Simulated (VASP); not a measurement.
## Os: single point with PBE

Os:

```
CELL_PARAMETERS angstrom
2.59127 0.00000 0.00000
0.00000 2.59127 0.00000
0.00000 0.00000 2.59127
ATOMIC_POSITIONS crystal
Os 0.00000 0.00000 0.00000
```

This cell differs from its parent crystal: volume scaled by 1.04.

- Program: VASP 6.6.1
- Task: single point
- Functional: PBE
- Potentials or basis: VASP PAW PBE potentials, release 64 (Os)
- Cutoff: 520 eV
- k mesh: 14 × 14 × 14
- Occupations: fermi-dirac, width 0.1 eV
- Spin: no spin polarisation

- Pressure: -9.6 GPa
- Band gap on the k mesh: zero (band 4 reaches 11.22 eV, above the bottom of band 5 at 5.75 eV)

Levels at points of the mesh, in eV from the Fermi level:
| k point | band 1 | band 2 | band 3 | band 4 | band 5 | band 6 | band 7 | band 8 | band 9 |
| --- | --- | --- | --- | --- | --- | --- | --- | --- | --- |
| (0.00, 0.00, 0.00) | -9.10 | -5.60 | -5.60 | 2.12 | 2.12 | 2.12 | 15.20 | 15.20 | 15.20 |
| (0.50, 0.00, 0.00) | -5.98 | -4.81 | -1.03 | -0.89 | -0.89 | 2.43 | 6.69 | 15.65 | 19.66 |
| (0.50, 0.50, 0.00) | -6.24 | -4.30 | -0.31 | -0.31 | 4.37 | 4.40 | 4.40 | 11.96 | 14.26 |
| (0.50, 0.50, 0.50) | -4.89 | -4.89 | -4.89 | 4.58 | 4.58 | 8.64 | 10.75 | 10.75 | 10.75 |

Wall time 6 s on 1 thread of Intel(R) Xeon(R) 6975P-C (Granite Rapids), on a shared host, peak memory 0.14 GiB.

Caveat: spin-orbit coupling is left out, which moves the levels of the heavy elements.
